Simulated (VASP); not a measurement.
## Re: relaxation of cell and atoms with r2SCAN

Crystal: Re.

```
CELL_PARAMETERS angstrom
0.00000 2.67500 2.67500
2.67500 0.00000 2.67500
2.67500 2.67500 0.00000
ATOMIC_POSITIONS crystal
Re 0.00000 0.00000 0.00000
Re 0.25000 0.25000 0.25000
```

| Quantity | Value |
| --- | --- |
| Program | VASP 6.6.1 |
| Task | relaxation of cell and atoms |
| Functional | r2SCAN |
| Potentials or basis | VASP PAW PBE potentials, release 64 (Re) |
| Cutoff | 600 eV |
| k mesh | 6 × 6 × 6 |
| Occupations | fermi-dirac, width 0.05 eV |
| Spin | no spin polarisation |
| Target pressure | 20 GPa |
| Dipole correction | no |
| Further INCAR settings | ALGO = Normal; EDIFF = 1e-06; IBRION = 2; EDIFFG = -0.02; NSW = 60; ISIF = 3 |

```json
{"Relaxed volume": "20.04 Å³/atom", "Relaxed cell": "a = 3.841 Å, b = 3.841 Å, c = 3.841 Å, α = 60.00°, β = 60.00°, γ = 60.00°", "Space group after relaxing (to 0.05 Å)": "Fd-3m (No. 227)", "Energy change on relaxing (the enthalpy is what falls)": "-146.1 meV/atom", "Ionic steps": "4", "Pressure after relaxing": "20.0 GPa", "Band gap on the k mesh": "zero (band 7 reaches 5.13 eV, above the bottom of band 8 at 3.85 eV)"}
```

Step by step:
| step | energy change (eV) | largest force (eV/Å) | pressure (GPa) | volume (Å³) |
| --- | --- | --- | --- | --- |
| 1 | 0.0000 | 0.0000 | 32.79 | 38.28 |
| 2 | -0.3647 | 0.0000 | -12.43 | 47.39 |
| 3 | -0.3083 | 0.0000 | 19.12 | 40.20 |
| 4 | -0.2923 | 0.0000 | 19.97 | 40.07 |

Final structure:
```
Re
1.0
     0.00000    2.71607    2.71607
     2.71607    0.00000    2.71607
     2.71607    2.71607    0.00000
Re
2
Direct
  0.00000 0.00000 0.00000
  0.25000 0.25000 0.25000
```

Levels at points of the mesh, in eV from the Fermi level:
```csv
k point,band 4,band 5,band 6,band 7,band 8,band 9,band 10,band 11
"(0.00, 0.00, 0.00)",-2.69,-2.69,-2.69,0.79,0.79,0.79,5.07,5.07
"(0.50, 0.00, 0.00)",-3.32,-2.99,-2.99,-0.89,2.10,2.10,3.96,3.96
"(0.50, 0.50, 0.00)",-2.93,-1.94,-1.94,-0.06,-0.06,4.39,4.39,5.26
```

Run time: 120 s on 1 thread of Intel(R) Xeon(R) Platinum 8488C (Sapphire Rapids), with other jobs on the host, peak memory 0.18 GiB.

Caveat: the cell is relaxed towards a set pressure, so the enthalpy falls and the energy may rise; the PAW data sets were made with another functional, which shifts forces and pressure a little; spin-orbit coupling is left out, which moves the levels of the heavy elements.
